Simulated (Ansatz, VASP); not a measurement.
# Ir in VASP and in Ansatz

```
Ir
1.0
     0.00000    1.91560    1.91560
     1.91560    0.00000    1.91560
     1.91560    1.91560    0.00000
Ir
1
Direct
  0.00000 0.00000 0.00000
```

Alike in both runs: task single point; functional PBEsol; k mesh 8 × 8 × 8; occupations gaussian, width 0.1 eV; no spin polarisation.

|  | VASP | Ansatz |
| --- | --- | --- |
| version | VASP 6.6.1 | Ansatz 0.2.0 |
| potentials or method | VASP PAW PBE potentials, release 64 (Ir_sv_GW), cutoff 560 eV | scalar-relativistic, plane waves, PAW |
| valence electrons in the cell | 17 | 17 |

```csv
,VASP,Ansatz,Ansatz less VASP
gap on the k mesh at the Fermi level (eV),none,none,-
pressure (GPa),-0.6,1.2,+1.84
```

VASP's potentials were made for PBE, not for PBEsol. A gap of «none» marks a metal or a gap that the smearing closes.

Spin-orbit coupling is off throughout.
